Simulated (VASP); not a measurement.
# Mg2Si (Fm-3m) in VASP: notebook

The runs below take Mg2Si through single point, with LDA, r2SCAN.

All numbers are computed with VASP 6.6.1; they aren't measurements. Logs are shortened: lines on timing, memory, paths and dates and some standing lists are left out, and cuts for length are marked.

### Step 1. The cell of the first run

It takes space group Fm-3m (No. 225, cubic). The conventional cell has a = 6.338 Å, b = 6.338 Å, c = 6.338 Å, α = 90.00°, β = 90.00°, γ = 90.00°. Within 3.6 Å of Si (site symmetry m-3m) lie 8 Mg at 2.74 Å. Mg (site symmetry -43m) has 4 Si at 2.74 Å and 6 Mg at 3.17 Å within 3.6 Å.

### Step 2. Single point, LDA

INCAR

```
PREC = Accurate ; ENCUT = 600
EDIFF = 1E-6 ; ISMEAR = 0
SIGMA = 0.01 ; LREAL = False
LASPH = True ; NELM = 120
ALGO = Normal ; ISIF = 2
LWAVE = False ; LCHARG = False
NBANDS = 11 ; GGA_COMPAT = False
```

KPOINTS

```
regular mesh
0
Gamma
  4 4 4
```

POSCAR

```
Mg2Si
1.0
    0.0000000000      3.1689631853      3.1689631853
    3.1689631853      0.0000000000      3.1689631853
    3.1689631853      3.1689631853      0.0000000000
Si Mg
1 2
Direct
    0.0000000000      0.0000000000      0.0000000000
    0.2500000000      0.2500000000      0.2500000000
    0.7500000000      0.7500000000      0.7500000000
```

Potentials or basis: VASP PAW LDA potentials, release 64 (Si, Mg).

The run is started by

```console
cat potpaw_LDA.64/Si/POTCAR potpaw_LDA.64/Mg/POTCAR > POTCAR
mpirun -np 1 vasp_std > vasp.out
```

OUTCAR:

```text
PREC = Accurate
   ENCUT = 600
   EDIFF = 1E-6
   ISMEAR = 0
   LREAL = False
   LASPH = True
   NELM = 120
   ISIF = 2

 ion  position               nearest neighbor table
   1  0.000  0.000  0.000-   3 2.74   3 2.74   3 2.74   2 2.74   2 2.74   2 2.74   3 2.74   2 2.74

   2  0.250  0.250  0.250-   1 2.74   1 2.74   1 2.74   1 2.74   3 3.17   3 3.17   3 3.17   3 3.17
                             3 3.17   3 3.17
   3  0.750  0.750  0.750-   1 2.74   1 2.74   1 2.74   1 2.74   2 3.17   2 3.17   2 3.17   2 3.17
                             2 3.17   2 3.17

  LATTYP: Found a face centered cubic cell.
 ALAT       =     6.3379263706

  Lattice vectors:

 A1 = (   0.0000000000,   3.1689631853,   3.1689631853)
 A2 = (   3.1689631853,   0.0000000000,   3.1689631853)
 A3 = (   3.1689631853,   3.1689631853,   0.0000000000)

Analysis of symmetry for initial positions (statically):
=====================================================================
 Subroutine PRICEL returns:
 Original cell was already a primitive cell.

 Routine SETGRP: Setting up the symmetry group for a
 face centered cubic supercell.

 Subroutine GETGRP returns: Found 48 space group operations
 (whereof 48 operations were pure point group operations)
 out of a pool of 48 trial point group operations.

The static configuration has the point symmetry O_h .

Analysis of symmetry for dynamics (positions and initial velocities):
=====================================================================
 Subroutine PRICEL returns:
 Original cell was already a primitive cell.

 Routine SETGRP: Setting up the symmetry group for a
 face centered cubic supercell.

 Subroutine GETGRP returns: Found 48 space group operations
 (whereof 48 operations were pure point group operations)
 out of a pool of 48 trial point group operations.

The dynamic configuration has the point symmetry O_h .

 Subroutine INISYM returns: Found 48 space group operations
 (whereof 48 operations are pure point group operations),
 and found     1 'primitive' translations

----------------------------------------------------------------------------------------

                                     Primitive cell

  volume of cell :      63.6475

  direct lattice vectors                    reciprocal lattice vectors
     0.000000000  3.168963185  3.168963185    -0.157780312  0.157780312  0.157780312
     3.168963185  0.000000000  3.168963185     0.157780312 -0.157780312  0.157780312
     3.168963185  3.168963185  0.000000000     0.157780312  0.157780312 -0.157780312

[... 78 lines left out ...]
   PSTRESS=    0.0 pullay stress
   NELECT =       8.0000    total number of electrons
   NUPDOWN=      -1.0000    fix difference up-down
   EMIN   =  10.00;   EMAX   =-10.00  energy-range for DOS
   EFERMI =   0.00;   METHOD = LEGACY
   ISMEAR =     0;   SIGMA  =   0.01  broadening in eV -4-tet -1-fermi 0-gaus
   EFERMI_NEDOS =   21; number of points for ismear=-14 and -15
   IALGO  =     38    algorithm
   IMIX   =      4    mixing-type and parameters
     AMIX     =   0.40;   BMIX     =  1.00
     AMIX_MAG =   1.60;   BMIX_MAG =  1.00
  volume/ion in A,a.u.               =      21.22       143.17
  Fermi-wavevector in a.u.,A,eV,Ry     =   0.820057  1.549684  9.149840  0.672494
  Thomas-Fermi vector in A             =   1.930972
   LORBIT       =      0    0 simple, 1 ext, 2 COOP (PROOUT), +10 PAW based schemes
   GGA     = CA    functional components
   LHFCALC =     F    Hartree Fock is set to
   AEXX    =    0.0000 exact exchange contribution
   IVDW    =     0    specifies the selected vdW correction
   LEPSILON=     F    determine dielectric tensor
   LRPA    =     F    only Hartree local field effects (RPA)
 non-spin polarized calculation
 Gauss-broadening in eV      SIGMA  =   0.01
  energy-cutoff  :      600.00
  volume of cell :       63.65
 maximum number of plane-waves:      2148
   NGX = 17   NGY = 17   NGZ = 17

 number of electron       8.0000000 magnetization

 Free energy of the ion-electron system (eV)
  ---------------------------------------------------
  ext. energy  EPLUGINS =         0.00000000
  ---------------------------------------------------
  free energy    TOTEN  =        -9.94309292 eV

  energy without entropy =       -9.94309292  energy(sigma->0) =       -9.94309292

 E-fermi :   3.6393     XC(G=0):  -8.9934

 val. band max:        3.5744018559   @ k =   0.0000   0.0000   0.0000
 cond. band min:       3.6822445131   @ k =   0.5000   0.5000   0.0000
 fundamental gap:      0.1078426571
 Fermi energy:         3.6392899203

 k-point     1 :       0.0000    0.0000    0.0000
  band No.  band energies     occupation
      1      -5.5846      2.00000
      2       3.5744      2.00000
      3       3.5744      2.00000
      4       3.5744      2.00000
      5       5.3413      0.00000
      6       6.0458      0.00000
      7       6.0458      0.00000
      8       6.0458      0.00000
      9       9.1883      0.00000
     10       9.1883      0.00000
     11       9.7961      0.00000
[... 85 lines left out ...]
 k-point     8 :      -0.2500    0.5000    0.2500
  band No.  band energies     occupation
      1      -3.5075      2.00000
      2      -0.0994      2.00000
      3      -0.0994      2.00000
      4       0.8587      2.00000
      5       6.1930      0.00000
      6       7.0399      0.00000
      7       7.0399      0.00000
      8       7.3851      0.00000
      9      11.9221      0.00000
     10      11.9221      0.00000
     11      11.9720      0.00000

------------------------ aborting loop because EDIFF is reached ----------------------------------------

  FORCE on cell =-STRESS in cart. coord.  units (eV):
  Direction    XX          YY          ZZ          XY          YZ          ZX
  --------------------------------------------------------------------------------------
  -------------------------------------------------------------------------------------
  Total       -0.9377152     -0.9377152     -0.9377152      0.0000000      0.0000000     -0.0000000
  in kB      -23.6047791    -23.6047791    -23.6047791      0.0000000      0.0000000     -0.0000000
  external PRESSURE =     -23.6047791 kB  Pullay stress =       0.0000000 kB

 VOLUME and BASIS-vectors are now :
 -----------------------------------------------------------------------------
  energy-cutoff  :      600.00
  volume of cell :       63.65
      direct lattice vectors                 reciprocal lattice vectors
     0.000000000  3.168963185  3.168963185    -0.157780312  0.157780312  0.157780312
     3.168963185  0.000000000  3.168963185     0.157780312 -0.157780312  0.157780312
     3.168963185  3.168963185  0.000000000     0.157780312  0.157780312 -0.157780312

 POSITION                                       TOTAL-FORCE (eV/Angst)
 -----------------------------------------------------------------------------------
      0.00000      0.00000      0.00000        -0.000000     -0.000000     -0.000000
      1.58448      1.58448      1.58448         0.000000      0.000000     -0.000000
      4.75344      4.75344      4.75344        -0.000000     -0.000000      0.000000
 -----------------------------------------------------------------------------------
    total drift:                               -0.000000     -0.000000     -0.000000

  FREE ENERGIE OF THE ION-ELECTRON SYSTEM (eV)
  ---------------------------------------------------
  free  energy   TOTEN  =        -9.9430929184 eV

  energy  without entropy=       -9.9430929184  energy(sigma->0) =       -9.94309292
```

stdout:

```text
POSCAR found type information on POSCAR SiMg
 POSCAR found :  2 types and       3 ions
 scaLAPACK will be used
 LDA part: xc-table for (Slater(with rela. corr.)+CA(PZ))
 , standard interpolation
 POSCAR, INCAR and KPOINTS ok, starting setup
 FFT: planning ... GRIDC
 FFT: planning ... GRID_SOFT
 FFT: planning ... GRID
 WAVECAR not read
 entering main loop
```

Run time: 4.7 s. Hardware: 1 thread of Intel Xeon Platinum 8559C (Emerald Rapids), shared host; peak memory 0.16 GiB.

Results:

```yaml
Free_energy: -9.9431 eV
Pressure: -2.4 GPa
Band_gap_on_the_k_mesh: 0.11 eV, indirect (least direct gap 1.77 eV)
```

Caveat: the k points lie up to 0.43 Å⁻¹ apart. A k mesh can miss the band edges.

### Step 3. Single point, r2SCAN

POSCAR is that of step 2.

INCAR.step1

```
PREC = Accurate ; ENCUT = 660
ISMEAR = 0 ; SIGMA = 0.01
LREAL = F ; LASPH = T
NELM = 120 ; NBANDS = 11
GGA = PE ; ALGO = Normal
EDIFF = 1E-5 ; LWAVE = T
LCHARG = F ; GGA_COMPAT = F
```

INCAR.step2

```
PREC = Accurate ; ENCUT = 660
EDIFF = 1E-6 ; ISMEAR = 0
SIGMA = 0.01 ; LREAL = F
LASPH = T ; NELM = 120
ALGO = Normal ; ISIF = 2
LWAVE = F ; LCHARG = T
METAGGA = R2SCAN ; LMIXTAU = T
LELF = T ; LVHAR = T
NBANDS = 11 ; ISTART = 1
GGA_COMPAT = F
```

KPOINTS is that of step 2.

Potentials or basis: VASP PAW PBE potentials, release 64 (Si, Mg).

The run is started by

```console
cat potpaw_PBE.64/Si/POTCAR potpaw_PBE.64/Mg/POTCAR > POTCAR
cp INCAR.step1 INCAR
mpirun -np 1 vasp_std > vasp.out
cp INCAR.step2 INCAR
mpirun -np 1 vasp_std > vasp.out
```

It took 39 s on 1 thread of Intel Xeon Platinum 8559C (Emerald Rapids), shared host; peak memory 0.24 GiB.

It converged, with:

| Property | Result |
| --- | --- |
| Free energy | -17.5474 eV |
| Pressure | -0.3 GPa |
| Band gap on the k mesh | 0.42 eV, indirect (least direct gap 2.47 eV) |

Levels at points of the mesh, in eV from the valence-band top:
```tsv
k point	band 1	band 2	band 3	band 4	band 5	band 6	band 7	band 8	band 9
(0.00, 0.00, 0.00)	-9.54	0.00	0.00	0.00	2.50	2.82	2.82	2.82	5.94
(0.50, 0.00, 0.00)	-8.04	-4.93	-0.74	-0.74	1.73	2.80	2.80	5.60	8.49
(0.50, 0.50, 0.00)	-7.45	-4.57	-2.05	-2.05	0.42	0.73	8.67	8.67	9.00
```

Caveat: the k points lie up to 0.43 Å⁻¹ apart; the PAW data sets were made with another functional, which shifts forces and pressure a little. A k mesh can miss the band edges.

### Step 4. Single point, r2SCAN

POSCAR is that of step 3.

INCAR.step1

```
  PREC = Accurate
  ENCUT = 660
  ISMEAR = 0
  SIGMA = 0.01
  LREAL = False
  LASPH = True
  NELM = 120
  NBANDS = 11
  GGA = PE
  ALGO = Normal
  EDIFF = 1E-5
  LWAVE = True
  LCHARG = False
  GGA_COMPAT = False
```

INCAR.step2

```
  PREC = Accurate
  ENCUT = 660
  EDIFF = 1E-6
  ISMEAR = 0
  SIGMA = 0.01
  LREAL = False
  LASPH = True
  NELM = 120
  ALGO = Normal
  ISIF = 2
  LWAVE = False
  LCHARG = False
  METAGGA = R2SCAN
  LMIXTAU = True
  NBANDS = 11
  ISTART = 1
  GGA_COMPAT = False
```

KPOINTS

```
Automatic mesh
0
Gamma
  6 6 6
```

The run is started by

```console
cat potpaw_PBE.64/Si/POTCAR potpaw_PBE.64/Mg/POTCAR > POTCAR
cp INCAR.step1 INCAR
mpirun -np 1 vasp_std > vasp.out
cp INCAR.step2 INCAR
mpirun -np 1 vasp_std > vasp.out
```

Wall time 53 s (1 thread of Intel Xeon Platinum 8559C (Emerald Rapids), shared host); peak memory 0.25 GiB.

Results (log left out):

- Free energy: -17.6694 eV
- Pressure: -0.3 GPa
- Band gap on the k mesh: 0.44 eV, indirect (least direct gap 2.48 eV)

Levels at points of the mesh, in eV from the valence-band top:
```
           k point  band 1  band 2  band 3  band 4  band 5  band 6  band 7  band 8
(0.00, 0.00, 0.00)   -9.54    0.00    0.00    0.00    2.50    2.84    2.84    2.84
(0.50, 0.00, 0.00)   -8.04   -4.92   -0.74   -0.74    1.74    2.82    2.82    5.63
(0.50, 0.50, 0.00)   -7.46   -4.56   -2.04   -2.04    0.44    0.75    8.69    8.69
```

Caveat: the PAW data sets were made with another functional, which shifts forces and pressure a little.

### Step 5. Summary

| level | potentials or basis | k mesh | cutoff (eV) | gap on the mesh (eV) | pressure (GPa) |
| --- | --- | --- | --- | --- | --- |
| LDA | VASP PAW LDA potentials, release 64 (Si, Mg) | 4 × 4 × 4 | 600 | 0.11 | -2.4 |
| r2SCAN | VASP PAW PBE potentials, release 64 (Si, Mg) | 4 × 4 × 4 | 660 | 0.42 | -0.3 |
| r2SCAN | VASP PAW PBE potentials, release 64 (Si, Mg) | 6 × 6 × 6 | 660 | 0.44 | -0.3 |

Alike in all rows: task single point; no spin polarisation; cell as given; smearing gaussian 0.01 eV.

Caveats: some runs use coarse meshes; the PAW data sets were made with another functional, which shifts forces and pressure a little (some runs).

Total energies depend on the potentials used, so only differences within one code and one set of settings carry meaning.
